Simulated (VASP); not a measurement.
# InGaAs2 (P-4m2) in VASP: further runs, part 2 of 2

VASP 6.6.1. Earlier steps stand in the parts before.

### 3 Relaxation of cell and atoms, LDA

This run uses another cell than the first one, of 26.61 Å³/atom, 1.082 times its volume.

Input file INCAR:

```
ALGO = Normal
EDIFF = 1E-6
EDIFFG = -0.005
ENCUT = 600
GGA = CA
IBRION = 2
ISIF = 3
ISMEAR = 0
LASPH = T
LCHARG = F
LREAL = F
LWAVE = F
NELM = 80
NSW = 100
PREC = Accurate
SIGMA = 0.1
```

Input file KPOINTS:

```
k-points
0
Gamma
  10 10 8
```

Input file POSCAR:

```
InGaAs2
1.0
    4.2250012014      0.0000000000      0.0000000000
    0.0000000000      4.2250012014      0.0000000000
    0.0000000000      0.0000000000      5.9621480000
In Ga As
1 1 2
Direct
    0.0000000000      0.0000000000      0.5000000000
    0.5000000000      0.5000000000      0.0000000000
    0.5000000000      0.0000000000      0.7684750000
    0.0000000000      0.5000000000      0.2315250000
```

Potentials or basis: VASP PAW LDA potentials, release 64 (In_d, Ga_d, As).

Run with:

```
$ cat potpaw_LDA.64/In_d/POTCAR potpaw_LDA.64/Ga_d/POTCAR potpaw_LDA.64/As/POTCAR > POTCAR
$ mpirun -np 1 vasp_std > vasp.out
```

OUTCAR:

```text
EDIFF = 1E-6
   EDIFFG = -0.005
   ENCUT = 600
   GGA = CA
   IBRION = 2
   ISIF = 3
   ISMEAR = 0
   LASPH = T
   LREAL = F
   NELM = 80
   NSW = 100
   PREC = Accurate

 ion  position               nearest neighbor table
   1  0.000  0.000  0.500-   3 2.65   4 2.65   4 2.65   3 2.65
   2  0.500  0.500  0.000-   3 2.52   4 2.52   3 2.52   4 2.52
   3  0.500  0.000  0.768-   2 2.52   2 2.52   1 2.65   1 2.65
   4  0.000  0.500  0.232-   2 2.52   2 2.52   1 2.65   1 2.65

  LATTYP: Found a simple tetragonal cell.
 ALAT       =     4.2250012014
 C/A-ratio  =     1.4111588887

  Lattice vectors:

 A1 = (   4.2250012014,   0.0000000000,   0.0000000000)
 A2 = (   0.0000000000,   4.2250012014,   0.0000000000)
 A3 = (   0.0000000000,   0.0000000000,   5.9621480000)

Analysis of symmetry for initial positions (statically):
=====================================================================
 Subroutine PRICEL returns:
 Original cell was already a primitive cell.

 Routine SETGRP: Setting up the symmetry group for a
 simple tetragonal supercell.

 Subroutine GETGRP returns: Found  8 space group operations
 (whereof  8 operations were pure point group operations)
 out of a pool of 16 trial point group operations.

The static configuration has the point symmetry D_2d.

Analysis of symmetry for dynamics (positions and initial velocities):
=====================================================================
 Subroutine PRICEL returns:
 Original cell was already a primitive cell.

 Routine SETGRP: Setting up the symmetry group for a
 simple tetragonal supercell.

 Subroutine GETGRP returns: Found  8 space group operations
 (whereof  8 operations were pure point group operations)
 out of a pool of 16 trial point group operations.

The dynamic configuration has the point symmetry D_2d.

 Subroutine INISYM returns: Found  8 space group operations
 (whereof  8 operations are pure point group operations),
 and found     1 'primitive' translations

----------------------------------------------------------------------------------------

                                     Primitive cell

  volume of cell :     106.4281

  direct lattice vectors                    reciprocal lattice vectors
[... 113 lines left out ...]
  Fermi-wavevector in a.u.,A,eV,Ry     =   1.140662  2.155538 17.702664  1.301109
  Thomas-Fermi vector in A             =   2.277363
   LORBIT       =      0    0 simple, 1 ext, 2 COOP (PROOUT), +10 PAW based schemes
   GGA     = CA    functional components
   LHFCALC =     F    Hartree Fock is set to
   AEXX    =    0.0000 exact exchange contribution
   IVDW    =     0    specifies the selected vdW correction
   LEPSILON=     F    determine dielectric tensor
   LRPA    =     F    only Hartree local field effects (RPA)
 conjugate gradient relaxation of ions
 non-spin polarized calculation
 Gauss-broadening in eV      SIGMA  =   0.10
  energy-cutoff  :      600.00
  volume of cell :      106.43
 maximum number of plane-waves:      3579
 NGX is ok and might be reduce to    36
   NGX = 17   NGY = 17   NGZ = 23

--------------------------------------- Ionic step        1  -------------------------------------------

 number of electron      36.0000003 magnetization

 Free energy of the ion-electron system (eV)
  ---------------------------------------------------
  ext. energy  EPLUGINS =         0.00000000
  ---------------------------------------------------
  free energy    TOTEN  =       -18.48317292 eV

  energy without entropy =      -18.48290029  energy(sigma->0) =      -18.48303661

 E-fermi :   3.6205     XC(G=0):  -9.3982

 val. band max:        3.5718371018   @ k =   0.0000   0.0000   0.0000
 cond. band min:       3.9609841930   @ k =   0.5000   0.0000   0.5000
 fundamental gap:      0.3891470912
 Fermi energy:         3.6204970201

 k-point     1 :       0.0000    0.0000    0.0000
  band No.  band energies     occupation
      1     -11.3557      2.00000
      2     -11.3042      2.00000
      3     -11.3042      2.00000
      4     -11.2761      2.00000
      5     -11.2464      2.00000
      6     -10.7755      2.00000
[... 698 lines left out ...]
  FREE ENERGIE OF THE ION-ELECTRON SYSTEM (eV)
  ---------------------------------------------------
  free  energy   TOTEN  =       -18.5907015641 eV

  energy  without entropy=      -18.5904360639  energy(sigma->0) =      -18.59056881

[... ionic steps 4 to 9 ...]

--------------------------------------- Ionic step       10  -------------------------------------------

 number of electron      35.9999990 magnetization

------------------------ aborting loop because EDIFF is reached ----------------------------------------
[... 71 lines left out ...]
--------------------------------------- Ionic step       12  -------------------------------------------

 number of electron      35.9999990 magnetization

 Free energy of the ion-electron system (eV)
  ---------------------------------------------------
  ext. energy  EPLUGINS =         0.00000000
  ---------------------------------------------------
  free energy    TOTEN  =       -18.59185994 eV

  energy without entropy =      -18.59159582  energy(sigma->0) =      -18.59172788

 E-fermi :   4.3752     XC(G=0):  -9.7240

 val. band max:        4.3287267418   @ k =   0.0000   0.0000   0.0000
 cond. band min:       4.8608596099   @ k =   0.5000   0.0000   0.5000
 fundamental gap:      0.5321328681
 Fermi energy:         4.3751714792

 k-point     1 :       0.0000    0.0000    0.0000
  band No.  band energies     occupation
      1     -10.7693      2.00000
      2     -10.6929      2.00000
      3     -10.6929      2.00000
      4     -10.6562      2.00000
      5     -10.6238      2.00000
      6     -10.2075      2.00000
[... 622 lines left out ...]
  FREE ENERGIE OF THE ION-ELECTRON SYSTEM (eV)
  ---------------------------------------------------
  free  energy   TOTEN  =       -18.5918599362 eV

  energy  without entropy=      -18.5915958198  energy(sigma->0) =      -18.59172788

 reached required accuracy - stopping structural energy minimisation
```

OSZICAR:

```text
N       E                     dE             d eps       ncg     rms          rms(c)
DAV:   1     0.282028802869E+03    0.28203E+03   -0.18584E+04  4620   0.220E+03
DAV:   2     0.138238654225E+02   -0.26820E+03   -0.26361E+03  4782   0.477E+02
DAV:   3    -0.177750590580E+02   -0.31599E+02   -0.31029E+02  5642   0.153E+02
DAV:   4    -0.189428535354E+02   -0.11678E+01   -0.11653E+01  5546   0.312E+01
[... 85 lines left out ...]
       N       E                     dE             d eps       ncg     rms          rms(c)
DAV:   1    -0.185919245880E+02   -0.87258E-04   -0.24000E-03  6216   0.496E-01    0.515E-02
DAV:   2    -0.185918809226E+02    0.43665E-04   -0.11510E-04  6372   0.168E-01    0.294E-02
DAV:   3    -0.185918603639E+02    0.20559E-04   -0.25654E-05  6964   0.813E-02    0.695E-03
DAV:   4    -0.185918599362E+02    0.42771E-06   -0.39642E-06  4796   0.216E-02
  12 F= -.18591860E+02 E0= -.18591728E+02  d E =-.229182E-04
```

Run time: 34 min. Hardware: 1 thread of Oxide Virtual Turin-like, shared host; peak memory 0.43 GiB.

What came out:

| Item | Value |
| --- | --- |
| Free energy | -18.5919 eV |
| Relaxed volume | 24.67 Å³/atom |
| Relaxed cell | a = 4.107 Å, b = 4.107 Å, c = 5.849 Å, α = 90.00°, β = 90.00°, γ = 90.00° |
| Space group after relaxing (to 0.05 Å) | P-4m2 (No. 115) |
| Energy gained by relaxing | 27.2 meV/atom |
| Ionic steps | 12 |
| Pressure after relaxing | 0.0 GPa |
| Band gap on the k mesh | zero (filled and empty bands touch) |

Forces on the atoms (eV/Å):
```
In   0.000  0.000  0.000
Ga   0.000  0.000  0.000
As   0.000  0.000 -0.002
As   0.000  0.000  0.002
```

Step by step:
```tsv
step	energy change (eV)	largest force (eV/Å)	pressure (GPa)	volume (Å³)
1	0.0000	0.0119	-4.17	106.43
2	-0.0924	0.1184	1.91	96.11
3	-0.1075	0.0870	0.02	98.73
4	-0.1075	0.0851	-0.10	98.88
5	-0.1083	0.0387	-0.09	98.86
6	-0.1086	0.0156	-0.09	98.83
7	-0.1087	0.0057	0.09	98.60
8	-0.1087	0.0087	-0.01	98.66
9	-0.1087	0.0077	0.05	98.64
10	-0.1087	0.0081	0.01	98.65
11	-0.1087	0.0078	0.03	98.65
12	-0.1087	0.0022	0.00	98.67
```

Final structure:
```cif
data_structure
_symmetry_space_group_name_H-M 'P 1'
_symmetry_Int_Tables_number 1
_cell_length_a 4.1074
_cell_length_b 4.1074
_cell_length_c 5.8489
_cell_angle_alpha 90.000
_cell_angle_beta 90.000
_cell_angle_gamma 90.000
_cell_volume 98.67
loop_
_atom_site_label
_atom_site_type_symbol
_atom_site_fract_x
_atom_site_fract_y
_atom_site_fract_z
_atom_site_occupancy
In1 In 0.00000 0.00000 0.50000 1
Ga1 Ga 0.50000 0.50000 0.00000 1
As1 As 0.50000 0.00000 0.76980 1
As2 As 0.00000 0.50000 0.23020 1
```

Levels at points of the mesh, in eV from the Fermi level:
```csv
k point,band 14,band 15,band 16,band 17,band 18,band 19,band 20,band 21,band 22
"(0.00, 0.00, 0.00)",-2.70,-2.70,-0.24,-0.17,-0.05,-0.05,1.37,1.70,3.69
"(0.50, 0.00, 0.00)",-5.22,-3.43,-3.16,-1.57,-0.95,1.96,3.05,4.75,4.88
"(0.50, 0.50, 0.00)",-6.07,-2.82,-2.66,-2.66,-2.48,1.25,1.25,1.48,1.84
"(0.00, 0.00, 0.50)",-4.08,-2.03,-2.03,-1.34,-1.34,1.76,1.82,2.70,3.26
"(0.50, 0.00, 0.50)",-6.26,-1.53,-1.21,-1.18,-0.85,0.49,1.00,4.15,4.53
"(0.50, 0.50, 0.50)",-5.80,-3.49,-3.37,-3.29,-3.29,4.22,4.31,4.31,4.32
```

Caveat: spin-orbit coupling is left out, which moves the levels of the heavy elements.
